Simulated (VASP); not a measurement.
## MgO: single point with r2SCAN

The system is MgO.

```xyz
4
Lattice="3.3869 0.0000 0.0000 -1.6934 2.9331 0.0000 0.0000 0.0000 5.1854" Properties=species:S:1:pos:R:3 pbc="T T T"
Mg    0.0000    1.9554   -0.0451
Mg    1.6934    0.9777    2.5476
O     0.0000    1.9554    1.9896
O     1.6934    0.9777    4.5823
```

This cell differs from its parent crystal: strain +3.0%.

```
Program                : VASP 6.6.1
Task                   : single point
Functional             : r2SCAN
Potentials or basis    : VASP PAW PBE potentials, release 64 (Mg, O)
Cutoff                 : 520 eV
k mesh                 : 12 × 12 × 6
Occupations            : gaussian, width 0.01 eV
Spin                   : no spin polarisation
Dipole correction      : no
Further INCAR settings : ALGO = Normal; EDIFF = 1e-06; NBANDS = 16
```

```yaml
Pressure: -10.0 GPa
Band_gap_on_the_k_mesh: 3.73 eV, direct
```

Stress tensor (GPa, compression positive):
```
-10.65   0.00   0.00
  0.00 -10.65   0.00
  0.00   0.00  -8.59
```

Levels at points of the mesh, in eV from the valence-band top:
```
           k point  band 6  band 7  band 8  band 9  band 10  band 11
(0.00, 0.00, 0.00)   -0.32   -0.32    0.00    3.73     8.76    10.46
(0.50, 0.00, 0.00)   -1.13   -0.72   -0.43    8.19     8.41     9.50
(0.00, 0.00, 0.50)   -0.47   -0.47   -0.47    6.15     6.15    13.41
(0.50, 0.00, 0.50)   -0.80   -0.63   -0.63    7.77     7.77    11.08
```

Run time: 86 s on 1 thread of Intel(R) Xeon(R) 6975P-C (Granite Rapids), on a shared host, peak memory 0.21 GiB.

Caveat: the cell differs from its parent crystal (strain +3.0%); the PAW data sets were made with another functional, which shifts forces and pressure a little. A k mesh can miss the band edges.
